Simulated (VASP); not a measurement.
# Bi2Se3 (P-1) in VASP: a series of runs

Runs on Bi2Se3. Level: PBE. Tasks: electric field gradients.

Everything below comes from runs of VASP 6.6.1. Logs are shortened: lines on timing, memory, paths and dates and some standing lists are left out, and cuts for length are marked.

**1. The cell of the first run**

The typed cell holds 5 atoms: a = 9.773 Å, b = 9.863 Å, c = 9.888 Å, α = 24.43°, β = 24.11°, γ = 24.36°.

**2. Electric field gradients, PBE (equal xy, yz and zx shear strains of -2 %)**

The input, INCAR:

```
SYSTEM = Bi2Se3
PREC = Accurate ; ENCUT = 520
EDIFF = 1E-8 ; ISMEAR = -1
SIGMA = 0.03 ; LREAL = .FALSE.
LASPH = .TRUE. ; NELM = 80
ALGO = Normal ; ISIF = 2
LWAVE = .FALSE. ; LCHARG = .FALSE.
GGA = PE ; LEFG = .TRUE.
NBANDS = 32
```

The input, KPOINTS:

```
Automatic mesh
0
G
  6 6 6
  0 0 0
```

The input, POSCAR:

```
Bi2Se3
1.0
    1.9640861900      1.0798123836      9.5126552003
   -2.1789124036      1.1212423696      9.5540851862
   -0.0715336865     -2.4874146533      9.5692496135
Bi Se
2 3
Direct
    0.4008000000      0.4008000000      0.4008000000
    0.5992000000      0.5992000000      0.5992000000
    0.0000000000      0.0000000000      0.0000000000
    0.2117000000      0.2117000000      0.2117000000
    0.7883000000      0.7883000000      0.7883000000
```

Potentials or basis: VASP PAW PBE potentials, release 64 (Bi_d, Se).

On the command line:

```sh
$ cat potpaw_PBE.64/Bi_d/POTCAR potpaw_PBE.64/Se/POTCAR > POTCAR
$ mpirun -np 1 vasp_std > vasp.out
```

OUTCAR:

```text
SYSTEM = Bi2Se3
   PREC = Accurate
   ENCUT = 520
   EDIFF = 1E-8
   ISMEAR = -1
   LREAL = .FALSE.
   LASPH = .TRUE.
   NELM = 80
   ISIF = 2
   GGA = PE

 ion  position               nearest neighbor table
   1  0.401  0.401  0.401-   5 2.83   5 2.86   5 2.87   3 3.04   3 3.08   3 3.10
   2  0.599  0.599  0.599-   4 2.83   4 2.86   4 2.87   3 3.04   3 3.08   3 3.10
   3  0.000  0.000  0.000-   2 3.04   1 3.04   2 3.08   1 3.08   2 3.10   1 3.10
   4  0.212  0.212  0.212-   2 2.83   2 2.86   2 2.87
   5  0.788  0.788  0.788-   1 2.83   1 2.86   1 2.87

  LATTYP: Found a triclinic cell.
 ALAT       =     7.1766016123
 B/A-ratio  =     0.5823030309
 C/A-ratio  =     1.5014694789
 COS(alpha) =     0.0020174173
 COS(beta)  =     0.2319807137
 COS(gamma) =     0.8685228474

  Lattice vectors:

 A1 = (   0.0717588406,  -7.1758840598,   0.0717588405)
 A2 = (   2.1073787171,  -3.6086570229,   0.0151644273)
 A3 = (  -4.2145322801,  -2.4459846673,   9.6106795994)

Analysis of symmetry for initial positions (statically):
=====================================================================
 Subroutine PRICEL returns:
 Original cell was already a primitive cell.

 Routine SETGRP: Setting up the symmetry group for a
 triclinic supercell.

 Subroutine GETGRP returns: Found  2 space group operations
 (whereof  2 operations were pure point group operations)
 out of a pool of  2 trial point group operations.

The static configuration has the point symmetry S_2 .

Analysis of symmetry for dynamics (positions and initial velocities):
=====================================================================
 Subroutine PRICEL returns:
 Original cell was already a primitive cell.

 Routine SETGRP: Setting up the symmetry group for a
 triclinic supercell.

 Subroutine GETGRP returns: Found  2 space group operations
 (whereof  2 operations were pure point group operations)
 out of a pool of  2 trial point group operations.

The dynamic configuration has the point symmetry S_2 .

 Subroutine INISYM returns: Found  2 space group operations
 (whereof  2 operations are pure point group operations),
 and found     1 'primitive' translations

----------------------------------------------------------------------------------------

                                     Primitive cell

  volume of cell :     141.8469

  direct lattice vectors                    reciprocal lattice vectors
     1.964086190  1.079812384  9.512655200     0.243180568  0.142175204  0.038774648
    -2.178912404  1.121242370  9.554085186    -0.239659114  0.137298035  0.033897480
    -0.071533686 -2.487414653  9.569249614    -0.002463025 -0.278414811  0.032112312

  length of vectors
     9.773138611  9.863335514  9.887511663     0.284348467  0.278273751  0.280271429

  position of ions in fractional coordinates (direct lattice)
     0.400800000  0.400800000  0.400800000
     0.599200000  0.599200000  0.599200000
     0.000000000  0.000000000  0.000000000
     0.211700000  0.211700000  0.211700000
     0.788300000  0.788300000  0.788300000

  ion indices of the primitive-cell ions
   primitive index   ion index
                 1           1
                 2           2
                 3           3
                 4           4
                 5           5

----------------------------------------------------------------------------------------

 KPOINTS: Automatic mesh

Automatic generation of k-mesh.
 Grid dimensions read from file:
 generate k-points for:    6    6    6

 Generating k-lattice:

  Cartesian coordinates                     Fractional coordinates (reciprocal lattice)
     0.040530095  0.023695867  0.006462441     0.166666667 -0.000000000  0.000000000
    -0.039943186  0.022883006  0.005649580    -0.000000000  0.166666667  0.000000000
    -0.000410504 -0.046402468  0.005352052    -0.000000000  0.000000000  0.166666667

  Length of vectors
     0.047391411  0.046378959  0.046711905

  Shift w.r.t. Gamma in fractional coordinates (k-lattice)
     0.000000000  0.000000000  0.000000000

 Subroutine IBZKPT returns following result:
 ===========================================

 Found    112 irreducible k-points:

 Following reciprocal coordinates:
            Coordinates               Weight
  0.000000  0.000000  0.000000      1.000000
  0.166667  0.000000 -0.000000      2.000000
  0.333333 -0.000000  0.000000      2.000000
  0.500000  0.000000  0.000000      1.000000
 -0.000000  0.166667  0.000000      2.000000
  0.166667  0.166667  0.000000      2.000000
[... 16 lines left out ...]
  0.333333  0.000000  0.166667      2.000000
  0.500000  0.000000  0.166667      2.000000
 [... further k-points ...]
   k-points           NKPTS =    112   k-points in BZ     NKDIM =    112   number of bands    NBANDS=     32
   number of dos      NEDOS =    301   number of ions     NIONS =      5
   total plane-waves  NPLWV = 512000
   dimension x,y,z NGX =    80 NGY =   80 NGZ =   80
   dimension x,y,z NGXF=   160 NGYF=  160 NGZF=  160
   ions per type =               2   3
   NGX,Y,Z   is equivalent  to a cutoff of  13.61, 13.48, 13.45 a.u.
   NGXF,Y,Z  is equivalent  to a cutoff of  27.22, 26.97, 26.90 a.u.
 SYSTEM =  Bi2Se3
   PREC   = accura    normal or accurate (medium, high low for compatibility)
   ISTART =      0    job   : 0-new  1-cont  2-samecut
   ICHARG =      2    charge: 1-file 2-atom 10-const
   ISPIN  =      1    spin polarized calculation?
   LNONCOLLINEAR =      F non collinear calculations
   LSORBIT =      F    spin-orbit coupling
   LASPH  =      T    aspherical Exc in radial PAW
   ENCUT  =  520.0 eV  38.22 Ry    6.18 a.u.  18.17 18.34 18.38*2*pi/ulx,y,z
   NELM   =     80;   NELMIN=  2; NELMDL= -5     # of ELM steps
   EDIFF  = 0.1E-07   stopping-criterion for ELM
   LREAL  =      F    real-space projection
   EDIFFG = 0.1E-06   stopping-criterion for IOM
   NSW    =      0    number of steps for IOM
   IBRION =     -1    ionic relax: 0-MD 1-quasi-New 2-CG
   NFREE  =      0    steps in history (QN), initial steepest desc. (CG)
   ISIF   =      2    stress and relaxation
   ISYM   =      2    0-nonsym 1-usesym 2-fastsym
   POTIM  = 0.5000    time-step for ionic-motion
   TEBEG  =    0.0;   TEEND  =   0.0 temperature during run
   PSTRESS=    0.0 pullay stress
   NELECT =      48.0000    total number of electrons
   NUPDOWN=      -1.0000    fix difference up-down
   EMIN   =  10.00;   EMAX   =-10.00  energy-range for DOS
   EFERMI =   0.00;   METHOD = LEGACY
   ISMEAR =    -1;   SIGMA  =   0.03  broadening in eV -4-tet -1-fermi 0-gaus
   EFERMI_NEDOS =   21; number of points for ismear=-14 and -15
   IALGO  =     38    algorithm
   IMIX   =      4    mixing-type and parameters
     AMIX     =   0.40;   BMIX     =  1.00
     AMIX_MAG =   1.60;   BMIX_MAG =  1.00
  volume/ion in A,a.u.               =      28.37       191.45
  Fermi-wavevector in a.u.,A,eV,Ry     =   1.140815  2.155828 17.707425  1.301459
  Thomas-Fermi vector in A             =   2.277516
   LORBIT       =      0    0 simple, 1 ext, 2 COOP (PROOUT), +10 PAW based schemes
   GGA     = PE    functional components
   LHFCALC =     F    Hartree Fock is set to
   AEXX    =    0.0000 exact exchange contribution
   IVDW    =     0    specifies the selected vdW correction
   LEPSILON=     F    determine dielectric tensor
   LRPA    =     F    only Hartree local field effects (RPA)
 non-spin polarized calculation
  energy-cutoff  :      520.00
  volume of cell :      141.85
 maximum number of plane-waves:      3845
 NGX is ok and might be reduce to    80
   NGX = 37   NGY = 37   NGZ = 37

 number of electron      47.9999997 magnetization

 Free energy of the ion-electron system (eV)
  ---------------------------------------------------
  ext. energy  EPLUGINS =         0.00000000
  ---------------------------------------------------
  free energy    TOTEN  =       -20.13811675 eV

  energy without entropy =      -20.13804133  energy(sigma->0) =      -20.13807904

 E-fermi :   5.0751     XC(G=0):  -9.4987

 val. band max:        4.9703198271   @ k =   0.0000   0.0000   0.0000
 cond. band min:       5.1800109947   @ k =   0.0000   0.0000   0.0000
 fundamental gap:      0.2096911676
 Fermi energy:         5.0751450130

 k-point     1 :       0.0000    0.0000    0.0000
  band No.  band energies     occupation
      1     -18.1614      2.00000
      2     -18.1597      2.00000
      3     -18.1588      2.00000
      4     -18.1580      2.00000
      5     -18.1485      2.00000
      6     -18.1470      2.00000
[... 24 lines left out ...]
     31      10.8086      0.00000
     32      11.8049      0.00000

 k-point     2 :       0.1667    0.0000   -0.0000
  band No.  band energies     occupation
      1     -18.1625      2.00000
      2     -18.1599      2.00000
      3     -18.1537      2.00000
      4     -18.1522      2.00000
      5     -18.1473      2.00000
      6     -18.1449      2.00000
[... 24 lines left out ...]
     31      10.1261      0.00000
     32      10.9698      0.00000

 k-point     3 :       0.3333   -0.0000    0.0000
  band No.  band energies     occupation
      1     -18.1728      2.00000
      2     -18.1681      2.00000
      3     -18.1495      2.00000
      4     -18.1468      2.00000
      5     -18.1448      2.00000
      6     -18.1417      2.00000
[... 24 lines left out ...]
     31       9.3314      0.00000
     32      11.5822      0.00000

 k-point     4 :       0.5000    0.0000    0.0000
  band No.  band energies     occupation
      1     -18.1788      2.00000
      2     -18.1731      2.00000
      3     -18.1519      2.00000
      4     -18.1487      2.00000
      5     -18.1449      2.00000
      6     -18.1403      2.00000
[... 654 lines left out ...]
     31      10.2125      0.00000
     32      10.8846      0.00000

 k-point    23 :       0.3333    0.0000    0.1667
  band No.  band energies     occupation
      1     -18.1684      2.00000
      2     -18.1657      2.00000
      3     -18.1477      2.00000
      4     -18.1469      2.00000
      5     -18.1445      2.00000
      6     -18.1440      2.00000
[... 24 lines left out ...]
     31      10.1643      0.00000
     32      10.1712      0.00000

 k-point    24 :       0.5000    0.0000    0.1667
  band No.  band energies     occupation
      1     -18.1727      2.00000
      2     -18.1684      2.00000
      3     -18.1494      2.00000
      4     -18.1467      2.00000
      5     -18.1452      2.00000
      6     -18.1438      2.00000
[... 24 lines left out ...]
     31       9.9817      0.00000
     32      10.9143      0.00000

 [... further k-points ...]

------------------------ aborting loop because EDIFF is reached ----------------------------------------

  FORCE on cell =-STRESS in cart. coord.  units (eV):
  Direction    XX          YY          ZZ          XY          YZ          ZX
  --------------------------------------------------------------------------------------
  -------------------------------------------------------------------------------------
  Total        1.7091007      2.8458928      2.3208706      0.1500190      1.0819912      0.4959768
  in kB       19.3044866     32.1446824     26.2144977      1.6944817     12.2212131      5.6021139
  external PRESSURE =      25.8878889 kB  Pullay stress =       0.0000000 kB

 VOLUME and BASIS-vectors are now :
 -----------------------------------------------------------------------------
  energy-cutoff  :      520.00
  volume of cell :      141.85
      direct lattice vectors                 reciprocal lattice vectors
     1.964086190  1.079812384  9.512655200     0.243180568  0.142175204  0.038774648
    -2.178912404  1.121242370  9.554085186    -0.239659114  0.137298035  0.033897480
    -0.071533686 -2.487414653  9.569249614    -0.002463025 -0.278414811  0.032112312

 POSITION                                       TOTAL-FORCE (eV/Angst)
 -----------------------------------------------------------------------------------
     -0.11477     -0.11477     11.47730        -0.033548     -0.069593     -0.188111
     -0.17159     -0.17159     17.15869         0.033548      0.069593      0.188111
      0.00000      0.00000      0.00000        -0.000000      0.000000      0.000000
     -0.06062     -0.06062      6.06224        -0.079352     -0.167852     -0.191959
     -0.22574     -0.22574     22.57375         0.079352      0.167852      0.191959
 -----------------------------------------------------------------------------------
    total drift:                                0.000000      0.000000     -0.000000

  FREE ENERGIE OF THE ION-ELECTRON SYSTEM (eV)
  ---------------------------------------------------
  free  energy   TOTEN  =       -20.1381167500 eV

  energy  without entropy=      -20.1380413318  energy(sigma->0) =      -20.13807904

 Electric field gradients (V/A^2)
---------------------------------------------------------------------
 ion       V_xx      V_yy      V_zz      V_xy      V_xz      V_yz
---------------------------------------------------------------------
   1      20.292   -25.618     5.326     1.576   -10.124   -35.649
   2      20.292   -25.618     5.326     1.576   -10.124   -35.649
   3     -37.102   -36.302    73.404    -9.658    -6.405    -6.931
   4       8.548     6.457   -15.004    -5.890    -9.040    -9.055
   5       8.548     6.457   -15.004    -5.890    -9.040    -9.055
---------------------------------------------------------------------

 Electric field gradients after diagonalization (V/A^2)
 (convention: |V_zz| > |V_xx| > |V_yy|)
----------------------------------------------------------------------
 ion       V_xx      V_yy      V_zz     asymmetry (V_yy - V_xx)/ V_zz
----------------------------------------------------------------------
   1      34.804    14.466   -49.270       0.413
   2      34.804    14.466   -49.270       0.413
   3     -47.104   -27.039    74.143       0.271
   4      13.566     8.393   -21.960       0.236
   5      13.566     8.393   -21.960       0.236
----------------------------------------------------------------------

           NMR quadrupolar parameters

 Cq : quadrupolar parameter    Cq=e*Q*V_zz/h
 eta: asymmetry parameters     (V_yy - V_xx)/ V_zz
 Q  : nuclear electric quadrupole moment in mb (millibarn)
----------------------------------------------------------------------
 ion       Cq(MHz)       eta       Q (mb)
----------------------------------------------------------------------
   1      -0.119       0.413       1.000
   2      -0.119       0.413       1.000
   3       0.179       0.271       1.000
   4      -0.053       0.236       1.000
   5      -0.053       0.236       1.000
----------------------------------------------------------------------
```

Run time: 55 min. Hardware: 1 thread of Intel Xeon Platinum 8259CL at 2.50GHz (Skylake/Cascade Lake), shared host; peak memory 1.2 GiB.

What came out:

| Quantity | Value |
| --- | --- |
| Free energy | -20.1381 eV |
| Pressure | 2.6 GPa |
| Largest force | 0.267 eV/Å |
| Band gap on the k mesh | 0.21 eV |
| Largest electric field gradient by atom | Bi -49.3; Se +74.1, -22.0 (each value once) V/Å² |

Forces in eV/Å, atoms in the order of the input:
```
Bi  -0.034 -0.070 -0.188
Bi   0.034  0.070  0.188
Se   0.000  0.000  0.000
Se  -0.079 -0.168 -0.192
Se   0.079  0.168  0.192
```

Stress tensor (GPa, compression positive):
```
1.93 0.17 0.56
0.17 3.21 1.22
0.56 1.22 2.62
```

Electric field gradients, principal values (V/Å²):
| atom | least | middle | greatest (by size) |
| --- | --- | --- | --- |
| 1 Bi | 14.466 | 34.804 | -49.270 |
| 2 Bi | 14.466 | 34.804 | -49.270 |
| 3 Se | -27.039 | -47.104 | 74.143 |
| 4 Se | 8.393 | 13.566 | -21.960 |
| 5 Se | 8.393 | 13.566 | -21.960 |

Caveat: the cell differs from its parent crystal (equal xy, yz and zx shear strains of -2 %); without QUAD_EFG the Cq values of the log hold for a quadrupole moment of 1 mb, not for the nuclei; spin-orbit coupling is left out, which moves the levels of the heavy elements. A k mesh can miss the band edges.

(Part 1 of 2 ends here.)
